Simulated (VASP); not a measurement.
# Os (P6_3/mmc) in VASP: notebook

Os is run at these levels: PBEsol; tasks: single point, relaxation of cell and atoms.

All numbers are computed with VASP 6.6.1; they aren't measurements. Logs are shortened: lines on timing, memory, paths and dates and some standing lists are left out, and cuts for length are marked.

### Step 1. The cell of the first run

The structure is hexagonal, space group P6_3/mmc (No. 194). Conventional cell: a = 2.727 Å, b = 2.727 Å, c = 4.313 Å, α = 90.00°, β = 90.00°, γ = 120.00°. Os (site symmetry -6m2) has 12 Os at 2.67 to 2.73 Å within 3.5 Å.

### Step 2. Single point, PBEsol

The input, INCAR:

```
SYSTEM = Os
PREC = Accurate ; ENCUT = 520
EDIFF = 1E-7 ; ISMEAR = 0
SIGMA = 0.1 ; LREAL = .FALSE.
LASPH = .TRUE. ; NELM = 80
ALGO = Normal ; ISIF = 2
LWAVE = .FALSE. ; LCHARG = .FALSE.
GGA = PS ; NBANDS = 15
```

The input, KPOINTS:

```
Automatic mesh
0
G
  18 18 10
  0 0 0
```

The input, POSCAR:

```
Os
1.0
    2.7272132469      0.0000000000      0.0000000000
   -1.3636066234      2.3618359533      0.0000000000
    0.0000000000      0.0000000000      4.3132446891
Os
2
Direct
    0.3333333333      0.6666666667      0.2500000000
    0.6666666667      0.3333333333      0.7500000000
```

Potentials or basis: VASP PAW PBE potentials, release 64 (Os).

The run is started by

```sh
$ cat potpaw_PBE.64/Os/POTCAR > POTCAR
$ mpirun -np 1 vasp_std > vasp.out
```

OUTCAR:

```text
SYSTEM = Os
   PREC = Accurate
   ENCUT = 520
   EDIFF = 1E-7
   ISMEAR = 0
   LREAL = .FALSE.
   LASPH = .TRUE.
   NELM = 80
   ISIF = 2
   GGA = PS

 ion  position               nearest neighbor table
   1  0.333  0.667  0.250-   2 2.67   2 2.67   2 2.67   2 2.67   2 2.67   2 2.67
   2  0.667  0.333  0.750-   1 2.67   1 2.67   1 2.67   1 2.67   1 2.67   1 2.67

  LATTYP: Found a hexagonal cell.
 ALAT       =     2.7272132469
 C/A-ratio  =     1.5815575456

  Lattice vectors:

 A1 = (   2.7272132469,   0.0000000000,   0.0000000000)
 A2 = (  -1.3636066234,   2.3618359533,   0.0000000000)
 A3 = (   0.0000000000,   0.0000000000,   4.3132446891)

Analysis of symmetry for initial positions (statically):
=====================================================================
 Subroutine PRICEL returns:
 Original cell was already a primitive cell.

 Routine SETGRP: Setting up the symmetry group for a
 hexagonal supercell.

 Subroutine GETGRP returns: Found 24 space group operations
 (whereof 12 operations were pure point group operations)
 out of a pool of 24 trial point group operations.

The static configuration has the point symmetry D_3d.
 The point group associated with its full space group is D_6h.

Analysis of symmetry for dynamics (positions and initial velocities):
=====================================================================
 Subroutine PRICEL returns:
 Original cell was already a primitive cell.

 Routine SETGRP: Setting up the symmetry group for a
 hexagonal supercell.

 Subroutine GETGRP returns: Found 24 space group operations
 (whereof 12 operations were pure point group operations)
 out of a pool of 24 trial point group operations.

The dynamic configuration has the point symmetry D_3d.
 The point group associated with its full space group is D_6h.

 Subroutine INISYM returns: Found 24 space group operations
 (whereof 12 operations are pure point group operations),
 and found     1 'primitive' translations

----------------------------------------------------------------------------------------

                                     Primitive cell

  volume of cell :      27.7826

  direct lattice vectors                    reciprocal lattice vectors
     2.727213247  0.000000000  0.000000000     0.366674664  0.211699716  0.000000000
    -1.363606623  2.361835953  0.000000000     0.000000000  0.423399432  0.000000000
     0.000000000  0.000000000  4.313244689     0.000000000  0.000000000  0.231844023

  length of vectors
[... 87 lines left out ...]
   NFREE  =      0    steps in history (QN), initial steepest desc. (CG)
   ISIF   =      2    stress and relaxation
   ISYM   =      2    0-nonsym 1-usesym 2-fastsym
   POTIM  = 0.5000    time-step for ionic-motion
   TEBEG  =    0.0;   TEEND  =   0.0 temperature during run
   PSTRESS=    0.0 pullay stress
   NELECT =      16.0000    total number of electrons
   NUPDOWN=      -1.0000    fix difference up-down
   EMIN   =  10.00;   EMAX   =-10.00  energy-range for DOS
   EFERMI =   0.00;   METHOD = LEGACY
   ISMEAR =     0;   SIGMA  =   0.10  broadening in eV -4-tet -1-fermi 0-gaus
   EFERMI_NEDOS =   21; number of points for ismear=-14 and -15
   IALGO  =     38    algorithm
   IMIX   =      4    mixing-type and parameters
     AMIX     =   0.40;   BMIX     =  1.00
     AMIX_MAG =   1.60;   BMIX_MAG =  1.00
  volume/ion in A,a.u.               =      13.89        93.74
  Fermi-wavevector in a.u.,A,eV,Ry     =   1.362042  2.573886 25.240965  1.855159
  Thomas-Fermi vector in A             =   2.488566
   LORBIT       =      0    0 simple, 1 ext, 2 COOP (PROOUT), +10 PAW based schemes
   GGA     = PS    functional components
   LHFCALC =     F    Hartree Fock is set to
   AEXX    =    0.0000 exact exchange contribution
   IVDW    =     0    specifies the selected vdW correction
   LEPSILON=     F    determine dielectric tensor
   LRPA    =     F    only Hartree local field effects (RPA)
 non-spin polarized calculation
 Gauss-broadening in eV      SIGMA  =   0.10
  energy-cutoff  :      520.00
  volume of cell :       27.78
 maximum number of plane-waves:       768
   NGX = 11   NGY = 11   NGZ = 17

 number of electron      15.9999998 magnetization

 Free energy of the ion-electron system (eV)
  ---------------------------------------------------
  ext. energy  EPLUGINS =         0.00000000
  ---------------------------------------------------
  free energy    TOTEN  =       -24.48566407 eV

  energy without entropy =      -24.47828767  energy(sigma->0) =      -24.48197587

 E-fermi :   9.4109     XC(G=0): -14.1938

 val. band max:        9.4020978328   @ k =   0.2222   0.0556   0.3000
 cond. band min:       9.4207167716   @ k =   0.4444   0.1111   0.4000
 fundamental gap:      0.0186189388
 Fermi energy:         9.4108968941

 k-point     1 :       0.0000    0.0000    0.0000
  band No.  band energies     occupation
      1      -1.6457      2.00000
      2       1.5192      2.00000
      3       6.3120      2.00000
      4       6.3120      2.00000
      5       6.5595      2.00000
      6       7.1647      2.00000
      7       7.1647      2.00000
      8       7.8419      2.00000
      9       7.8419      2.00000
     10       9.3976      1.14861
     11      11.1244      0.00000
     12      11.1244      0.00000
     13      18.5258      0.00000
     14      23.4514      0.00000
[... 401 lines left out ...]
      2       2.6291      2.00000
      3       2.9623      2.00000
      4       5.7555      2.00000
      5       5.8480      2.00000
      6       6.7480      2.00000
      7       7.4536      2.00000
      8      11.0177      0.00000
      9      11.4621      0.00000
     10      11.9484      0.00000
     11      13.3728      0.00000
     12      16.4116      0.00000
     13      18.8700      0.00000
     14      19.9559      0.00000
     15      21.7357      0.00000

 [... further k-points ...]
[... 5 lines left out ...]
  --------------------------------------------------------------------------------------
  -------------------------------------------------------------------------------------
  Total        0.0891777      0.0891777      0.0744214      0.0000000     -0.0000000      0.0000000
  in kB        5.1427340      5.1427340      4.2917585      0.0000000     -0.0000000      0.0000000
  external PRESSURE =       4.8590755 kB  Pullay stress =       0.0000000 kB

 VOLUME and BASIS-vectors are now :
 -----------------------------------------------------------------------------
  energy-cutoff  :      520.00
  volume of cell :       27.78
      direct lattice vectors                 reciprocal lattice vectors
     2.727213247  0.000000000  0.000000000     0.366674664  0.211699716  0.000000000
    -1.363606623  2.361835953  0.000000000     0.000000000  0.423399432  0.000000000
     0.000000000  0.000000000  4.313244689     0.000000000  0.000000000  0.231844023

 POSITION                                       TOTAL-FORCE (eV/Angst)
 -----------------------------------------------------------------------------------
     -0.00000      1.57456      1.07831         0.000000     -0.000000      0.000000
      1.36361      0.78728      3.23493        -0.000000      0.000000      0.000000
 -----------------------------------------------------------------------------------
    total drift:                               -0.000000      0.000000     -0.000000

  FREE ENERGIE OF THE ION-ELECTRON SYSTEM (eV)
  ---------------------------------------------------
  free  energy   TOTEN  =       -24.4856640737 eV

  energy  without entropy=      -24.4782876705  energy(sigma->0) =      -24.48197587
```

It took 2 min on 1 thread of Intel Xeon 8259CL, shared host; peak memory 0.2 GiB.

Results:

- Free energy: -24.4857 eV
- Pressure: 0.5 GPa
- Band gap on the k mesh: zero (bands 8 and 9 overlap by 4.00 eV)

Caveat: the PAW data sets were made with another functional, which shifts forces and pressure a little; spin-orbit coupling is left out, which moves the levels of the heavy elements.

### Step 3. Single point, PBEsol

The input, INCAR:

```
SYSTEM = Os
PREC = Accurate ; ENCUT = 520
EDIFF = 1E-6 ; ISMEAR = -1
SIGMA = 0.15 ; LREAL = .False.
LASPH = .True. ; NELM = 60
ALGO = Normal ; ISIF = 2
LWAVE = .False. ; LCHARG = .False.
GGA = PS ; NBANDS = 15
```

The input, KPOINTS:

```
Automatic mesh
0
Gamma
  18 18 10
  0 0 0
```

The input, POSCAR:

```
Os
1.0
    2.7289174775      0.0000000000      0.0000000000
   -1.3644587387      2.3633118604      0.0000000000
    0.0000000000      0.0000000000      4.3114564548
Os
2
Direct
    0.3333333333      0.6666666667      0.2500000000
    0.6666666667      0.3333333333      0.7500000000
```

Potentials or basis: VASP PAW PBE potentials, release 64 (Os).

The run is started by

```sh
$ cat potpaw_PBE.64/Os/POTCAR > POTCAR
$ mpirun -np 1 vasp_std > vasp.out
```

It took 1.8 min on 1 thread of Intel Xeon 8259CL, shared host; peak memory 0.2 GiB.

The run converged. Its results:

```yaml
Free_energy: -24.5300 eV
Pressure: 0.5 GPa
Band_gap_on_the_k_mesh: zero (bands 8 and 9 overlap by 3.98 eV)
```

Stress tensor (GPa, compression positive):
```
0.50 0.00 0.00
0.00 0.50 0.00
0.00 0.00 0.42
```

Levels at points of the mesh, in eV from the Fermi level:
| k point | band 6 | band 7 | band 8 | band 9 | band 10 | band 11 |
| --- | --- | --- | --- | --- | --- | --- |
| (0.00, 0.00, 0.00) | -2.26 | -2.26 | -1.60 | -1.60 | -0.02 | 1.69 |
| (0.50, 0.00, 0.00) | -2.62 | -1.93 | 2.05 | 2.62 | 2.74 | 4.44 |
| (0.00, 0.00, 0.50) | -3.31 | -3.31 | -3.31 | 0.89 | 0.89 | 0.89 |
| (0.50, 0.00, 0.50) | -1.24 | -0.20 | -0.20 | 2.39 | 2.39 | 3.31 |

Caveat: the PAW data sets were made with another functional, which shifts forces and pressure a little; spin-orbit coupling is left out, which moves the levels of the heavy elements.

### Step 4. Relaxation of cell and atoms, PBEsol

The input, INCAR:

```
SYSTEM = Os
  PREC = Accurate
  ENCUT = 600
  EDIFF = 1E-6
  ISMEAR = -1
  SIGMA = 0.15
  LREAL = .FALSE.
  LASPH = .TRUE.
  NELM = 60
  ALGO = Normal
  ISIF = 3
  LWAVE = .FALSE.
  LCHARG = .FALSE.
  GGA = PS
  IBRION = 2
  NSW = 80
  EDIFFG = -0.001
```

The input, KPOINTS:

```
regular mesh
0
G
  18 18 10
  0 0 0
```

The input, POSCAR:

```
Os
1.0
    2.7272132469      0.0000000000      0.0000000000
   -1.3636066234      2.3618359533      0.0000000000
    0.0000000000      0.0000000000      4.3132446891
Os
2
Direct
    0.3333333333      0.6666666667      0.2500000000
    0.6666666667      0.3333333333      0.7500000000
```

The run is started by

```sh
$ cat potpaw_PBE.64/Os/POTCAR > POTCAR
$ mpirun -np 1 vasp_std > vasp.out
```

Run time: 4.9 min. Hardware: 1 thread of Intel Xeon 8259CL, shared host; peak memory 0.23 GiB.

The run converged. Its results:

* Free energy: -24.5309 eV
* Relaxed volume: 13.92 Å³/atom
* Relaxed cell: a = 2.730 Å, b = 2.730 Å, c = 4.313 Å, α = 90.00°, β = 90.00°, γ = 120.00°
* Space group after relaxing (to 0.1 Å): P6_3/mmc (No. 194)
* Energy gained by relaxing: 0.1 meV/atom
* Ionic steps: 5
* Pressure after relaxing: 0.0 GPa
* Band gap on the k mesh: zero (bands 8 and 9 overlap by 3.97 eV)

The path:
```tsv
step	energy change (eV)	largest force (eV/Å)	pressure (GPa)	volume (Å³)
1	0.0000	0.0000	0.97	27.78
2	0.0035	0.0000	-4.23	28.12
3	-0.0002	0.0000	-0.06	27.85
4	-0.0002	0.0000	0.10	27.84
5	-0.0002	0.0000	0.00	27.84
```

Final structure:
```xyz
2
Lattice="2.7304 0.0000 0.0000 -1.3652 2.3646 0.0000 0.0000 0.0000 4.3129" Properties=species:S:1:pos:R:3 pbc="T T T"
Os    0.0000    1.5764    1.0782
Os    1.3652    0.7882    3.2347
```

Levels at points of the mesh, in eV from the Fermi level:
| k point | band 4 | band 5 | band 6 | band 7 | band 8 | band 9 | band 10 | band 11 | band 12 |
| --- | --- | --- | --- | --- | --- | --- | --- | --- | --- |
| (0.00, 0.00, 0.00) | -3.11 | -2.85 | -2.26 | -2.26 | -1.60 | -1.60 | -0.02 | 1.69 | 1.69 |
| (0.50, 0.00, 0.00) | -3.61 | -2.97 | -2.62 | -1.92 | 2.04 | 2.61 | 2.74 | 4.43 | 5.72 |
| (0.00, 0.00, 0.50) | -3.63 | -3.30 | -3.30 | -3.30 | -3.30 | 0.89 | 0.89 | 0.89 | 0.89 |
| (0.50, 0.00, 0.50) | -5.41 | -1.24 | -1.24 | -0.20 | -0.20 | 2.38 | 2.38 | 3.31 | 3.31 |

Caveat: the PAW data sets were made with another functional, which shifts forces and pressure a little; spin-orbit coupling is left out, which moves the levels of the heavy elements.

### Step 5. Summary

| task | cell | cutoff (eV) | smearing | gap on the mesh (eV) | pressure (GPa) |
| --- | --- | --- | --- | --- | --- |
| single point | a = 2.727, b = 2.727, c = 4.313 Å, angles 90.0, 90.0, 120.0°, 2 atoms | 520 | gaussian 0.1 eV | none | 0.5 |
| single point | a = 2.729, b = 2.729, c = 4.311 Å, angles 90.0, 90.0, 120.0°, 2 atoms | 520 | fermi-dirac 0.15 eV | none | 0.5 |
| relaxation of cell and atoms | relaxed from a = 2.727, b = 2.727, c = 4.313 Å, angles 90.0, 90.0, 120.0°, 2 atoms | 600 | fermi-dirac 0.15 eV | none | 0.0 |

Alike in all rows: level PBEsol; potentials or basis VASP PAW PBE potentials, release 64 (Os); no spin polarisation; k mesh 18 × 18 × 10.

Caveats: the PAW data sets were made with another functional, which shifts forces and pressure a little; spin-orbit coupling is left out, which moves the levels of the heavy elements.

Total energies depend on the potentials used, so only differences within one code and one set of settings carry meaning.
